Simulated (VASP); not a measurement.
# NbN (Fm-3m) in VASP: single point with PBE

Aim: the single point of NbN with PBE.

Program: VASP 6.6.1. These are calculated values, not measurements. Logs are shortened: lines on timing, memory, paths and dates and some standing lists are left out, and cuts for length are marked.

### Step 1. The cell of the first run

The structure is cubic, space group Fm-3m (No. 225). The conventional cell has a = 4.475 Å, b = 4.475 Å, c = 4.475 Å, α = 90.00°, β = 90.00°, γ = 90.00°. Nb (site symmetry m-3m) has 6 N at 2.24 Å within 3.0 Å. Within 3.0 Å of N (site symmetry m-3m) lie 6 Nb at 2.24 Å.

### Step 2. Single point, PBE (11.20 Å³/atom)

The input, INCAR:

```
SYSTEM = NbN
  ALGO = Normal
  EDIFF = 1E-6
  ENCUT = 600
  GGA = PE
  GGA_COMPAT = .FALSE.
  ISIF = 2
  ISMEAR = -1
  LASPH = .TRUE.
  LCHARG = .FALSE.
  LREAL = .FALSE.
  LWAVE = .FALSE.
  NBANDS = 16
  NELM = 120
  PREC = Accurate
  SIGMA = 0.08
```

The input, KPOINTS:

```
k-points
0
G
  13 13 13
  0 0 0
```

The input, POSCAR:

```
NbN
1.0
    0.0000000000      2.2375403388      2.2375403388
    2.2375403388      0.0000000000      2.2375403388
    2.2375403388      2.2375403388      0.0000000000
Nb N
1 1
Direct
    0.5000000000      0.5000000000      0.5000000000
    0.0000000000      0.0000000000      0.0000000000
```

Potentials or basis: VASP PAW PBE potentials, release 64 (Nb_sv, N).

The run is started by

```
$ cat potpaw_PBE.64/Nb_sv/POTCAR potpaw_PBE.64/N/POTCAR > POTCAR
$ mpirun -np 1 vasp_std > vasp.out
```

OUTCAR:

```text
SYSTEM = NbN
   EDIFF = 1E-6
   ENCUT = 600
   GGA = PE
   ISIF = 2
   ISMEAR = -1
   LASPH = .TRUE.
   LREAL = .FALSE.
   NELM = 120
   PREC = Accurate

 ion  position               nearest neighbor table
   1  0.500  0.500  0.500-   2 2.24   2 2.24   2 2.24   2 2.24   2 2.24   2 2.24
   2  0.000  0.000  0.000-   1 2.24   1 2.24   1 2.24   1 2.24   1 2.24   1 2.24

  LATTYP: Found a face centered cubic cell.
 ALAT       =     4.4750806776

  Lattice vectors:

 A1 = (   0.0000000000,   2.2375403388,   2.2375403388)
 A2 = (   2.2375403388,   0.0000000000,   2.2375403388)
 A3 = (   2.2375403388,   2.2375403388,   0.0000000000)

Analysis of symmetry for initial positions (statically):
=====================================================================
 Subroutine PRICEL returns:
 Original cell was already a primitive cell.

 Routine SETGRP: Setting up the symmetry group for a
 face centered cubic supercell.

 Subroutine GETGRP returns: Found 48 space group operations
 (whereof 48 operations were pure point group operations)
 out of a pool of 48 trial point group operations.

The static configuration has the point symmetry O_h .

Analysis of symmetry for dynamics (positions and initial velocities):
=====================================================================
 Subroutine PRICEL returns:
 Original cell was already a primitive cell.

 Routine SETGRP: Setting up the symmetry group for a
 face centered cubic supercell.

 Subroutine GETGRP returns: Found 48 space group operations
 (whereof 48 operations were pure point group operations)
 out of a pool of 48 trial point group operations.

The dynamic configuration has the point symmetry O_h .

 Subroutine INISYM returns: Found 48 space group operations
 (whereof 48 operations are pure point group operations),
 and found     1 'primitive' translations

----------------------------------------------------------------------------------------

                                     Primitive cell

  volume of cell :      22.4049

  direct lattice vectors                    reciprocal lattice vectors
     0.000000000  2.237540339  2.237540339    -0.223459659  0.223459659  0.223459659
     2.237540339  0.000000000  2.237540339     0.223459659 -0.223459659  0.223459659
     2.237540339  2.237540339  0.000000000     0.223459659  0.223459659 -0.223459659

  length of vectors
     3.164359893  3.164359893  3.164359893     0.387043482  0.387043482  0.387043482

  position of ions in fractional coordinates (direct lattice)
[... 78 lines left out ...]
   NELM   =    120;   NELMIN=  2; NELMDL= -5     # of ELM steps
   EDIFF  = 0.1E-05   stopping-criterion for ELM
   LREAL  =      F    real-space projection
   EDIFFG = 0.1E-04   stopping-criterion for IOM
   NSW    =      0    number of steps for IOM
   IBRION =     -1    ionic relax: 0-MD 1-quasi-New 2-CG
   NFREE  =      0    steps in history (QN), initial steepest desc. (CG)
   ISIF   =      2    stress and relaxation
   ISYM   =      2    0-nonsym 1-usesym 2-fastsym
   POTIM  = 0.5000    time-step for ionic-motion
   TEBEG  =    0.0;   TEEND  =   0.0 temperature during run
   PSTRESS=    0.0 pullay stress
   NELECT =      18.0000    total number of electrons
   NUPDOWN=      -1.0000    fix difference up-down
   EMIN   =  10.00;   EMAX   =-10.00  energy-range for DOS
   EFERMI =   0.00;   METHOD = LEGACY
   ISMEAR =    -1;   SIGMA  =   0.08  broadening in eV -4-tet -1-fermi 0-gaus
   EFERMI_NEDOS =   21; number of points for ismear=-14 and -15
   IALGO  =     38    algorithm
   IMIX   =      4    mixing-type and parameters
     AMIX     =   0.40;   BMIX     =  1.00
     AMIX_MAG =   1.60;   BMIX_MAG =  1.00
  volume/ion in A,a.u.               =      11.20        75.60
  Fermi-wavevector in a.u.,A,eV,Ry     =   1.521895  2.875965 31.513345  2.316165
  Thomas-Fermi vector in A             =   2.630548
   LORBIT       =      0    0 simple, 1 ext, 2 COOP (PROOUT), +10 PAW based schemes
   GGA     = PE    functional components
   LHFCALC =     F    Hartree Fock is set to
   AEXX    =    0.0000 exact exchange contribution
   IVDW    =     0    specifies the selected vdW correction
   LEPSILON=     F    determine dielectric tensor
   LRPA    =     F    only Hartree local field effects (RPA)
 non-spin polarized calculation
  energy-cutoff  :      600.00
  volume of cell :       22.40
 maximum number of plane-waves:       763
 NGX is ok and might be reduce to    28
   NGX = 13   NGY = 13   NGZ = 13

 number of electron      18.0000001 magnetization

 Free energy of the ion-electron system (eV)
  ---------------------------------------------------
  ext. energy  EPLUGINS =         0.00000000
  ---------------------------------------------------
  free energy    TOTEN  =       -20.52292123 eV

  energy without entropy =      -20.50348128  energy(sigma->0) =      -20.51320126

 E-fermi :  13.1241     XC(G=0): -13.0715

 val. band max:       13.1136097259   @ k =  -0.3077   0.0769   0.0000
 cond. band min:      13.1517967163   @ k =   0.3077   0.0000   0.0000
 fundamental gap:      0.0381869904
 Fermi energy:        13.1241135054

 k-point     1 :       0.0000    0.0000    0.0000
  band No.  band energies     occupation
      1     -43.3257      2.00000
      2     -19.0278      2.00000
      3     -19.0278      2.00000
      4     -19.0278      2.00000
      5      -4.1388      2.00000
      6       9.9479      2.00000
[... 433 lines left out ...]
      3     -19.1971      2.00000
      4     -19.1548      2.00000
      5      -2.3344      2.00000
      6       5.2079      2.00000
[... 8 lines left out ...]
     15      24.5968      0.00000
     16      26.3127      0.00000

 [... further k-points ...]

------------------------ aborting loop because EDIFF is reached ----------------------------------------

  FORCE on cell =-STRESS in cart. coord.  units (eV):
  Direction    XX          YY          ZZ          XY          YZ          ZX
  --------------------------------------------------------------------------------------
  -------------------------------------------------------------------------------------
  Total       -1.5204419     -1.5204419     -1.5204419     -0.0000000      0.0000000      0.0000000
  in kB     -108.7270989   -108.7270989   -108.7270989     -0.0000000      0.0000000      0.0000000
  external PRESSURE =    -108.7270989 kB  Pullay stress =       0.0000000 kB

 VOLUME and BASIS-vectors are now :
 -----------------------------------------------------------------------------
  energy-cutoff  :      600.00
  volume of cell :       22.40
      direct lattice vectors                 reciprocal lattice vectors
     0.000000000  2.237540339  2.237540339    -0.223459659  0.223459659  0.223459659
     2.237540339  0.000000000  2.237540339     0.223459659 -0.223459659  0.223459659
     2.237540339  2.237540339  0.000000000     0.223459659  0.223459659 -0.223459659

 POSITION                                       TOTAL-FORCE (eV/Angst)
 -----------------------------------------------------------------------------------
      2.23754      2.23754      2.23754        -0.000000      0.000000     -0.000000
      0.00000      0.00000      0.00000         0.000000     -0.000000      0.000000
 -----------------------------------------------------------------------------------
    total drift:                                0.000000      0.000000      0.000000

  FREE ENERGIE OF THE ION-ELECTRON SYSTEM (eV)
  ---------------------------------------------------
  free  energy   TOTEN  =       -20.5229212347 eV

  energy  without entropy=      -20.5034812756  energy(sigma->0) =      -20.51320126
```

It took 28 s on 1 thread of Intel Xeon Platinum 8375C at 2.90GHz (Ice Lake), shared host; peak memory 0.18 GiB.

What came out:

* Free energy: -20.5229 eV
* Pressure: -10.9 GPa
* Band gap on the k mesh: zero (bands 9 and 10 overlap by 3.14 eV)

Levels at points of the mesh, in eV from the Fermi level:
```tsv
k point	band 5	band 6	band 7	band 8	band 9	band 10	band 11	band 12	band 13	band 14
(0.00, 0.00, 0.00)	-17.26	-3.18	-3.18	-3.18	-1.87	-1.87	-1.87	-0.15	-0.15	2.74
```

Caveat: the cell stands under tension.

The gap in the log of VASP goes by the Fermi energy; the results here count the filled bands.